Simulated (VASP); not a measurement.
# Al4As: relaxation of cell and atoms with PBE

Crystal: Al4As.

```
Al As
1.0
    -2.73973    2.73973    2.73973
     2.73973   -2.73973    2.73973
     2.73973    2.73973   -2.73973
Al As
4 1
Direct
  0.50000 0.50000 0.50000
  0.50000 0.00000 0.00000
  0.00000 0.00000 0.50000
  0.00000 0.50000 0.00000
  0.00000 0.00000 0.00000
```

The cell was generated, and may not be a known phase.

* Program: VASP 6.6.1
* Task: relaxation of cell and atoms
* Functional: PBE
* Potentials or basis: VASP PAW PBE potentials, release 64 (Al, As)
* Cutoff: 600 eV
* k mesh: 4 × 4 × 4
* Occupations: gaussian, width 0.1 eV
* Spin: no spin polarisation
* Dipole correction: no
* Further INCAR settings: ALGO = Fast; EDIFF = 1e-06; IBRION = 2; EDIFFG = -0.04; NSW = 90; ISIF = 3

| Quantity | Value |
| --- | --- |
| Relaxed volume | 21.59 Å³/atom |
| Relaxed cell | a = 5.195 Å, b = 5.195 Å, c = 5.195 Å, α = 109.47°, β = 109.47°, γ = 109.47° |
| Space group after relaxing (to 0.1 Å) | Im-3m (No. 229) |
| Energy gained by relaxing | 333.0 meV/atom |
| Ionic steps | 4 |
| Pressure after relaxing | 0.0 GPa |
| Band gap on the k mesh | zero (an odd number of electrons rules out a gap without spin polarisation) |

Step by step:
```tsv
step	energy change (eV)	largest force (eV/Å)	pressure (GPa)	volume (Å³)
1	0.0000	0.0000	26.70	82.26
2	-1.4924	0.0000	-4.37	119.40
3	-1.6645	0.0000	0.30	107.25
4	-1.6650	0.0000	-0.04	107.94
```

Final structure:
```
CELL_PARAMETERS angstrom
-2.99940 2.99940 2.99940
2.99940 -2.99940 2.99940
2.99940 2.99940 -2.99940
ATOMIC_POSITIONS crystal
Al 0.50000 0.50000 0.50000
Al 0.50000 0.00000 0.00000
Al 0.00000 0.00000 0.50000
Al 0.00000 0.50000 0.00000
As 0.00000 0.00000 0.00000
```

Levels at points of the mesh, in eV from the Fermi level:
| k point | band 5 | band 6 | band 7 | band 8 | band 9 | band 10 | band 11 | band 12 |
| --- | --- | --- | --- | --- | --- | --- | --- | --- |
| (0.00, 0.00, 0.00) | -4.99 | -2.20 | -2.20 | -2.20 | -0.70 | -0.70 | -0.70 | 1.89 |
| (0.50, 0.00, 0.00) | -4.39 | -3.51 | -0.32 | -0.03 | 0.03 | 0.77 | 2.14 | 2.62 |
| (0.50, 0.50, 0.50) | -3.50 | -3.50 | 0.89 | 0.89 | 0.89 | 0.89 | 0.89 | 0.89 |

It took 28 s on 1 thread of Intel(R) Xeon(R) 6975P-C (Granite Rapids) (shared host), peak memory 0.23 GiB.

Caveat: the k points lie up to 0.37 Å⁻¹ apart in the final cell, too coarse for converged energies and pressures of a metal; the volume moved by over 15 % at a fixed basis, so the end points are rough.
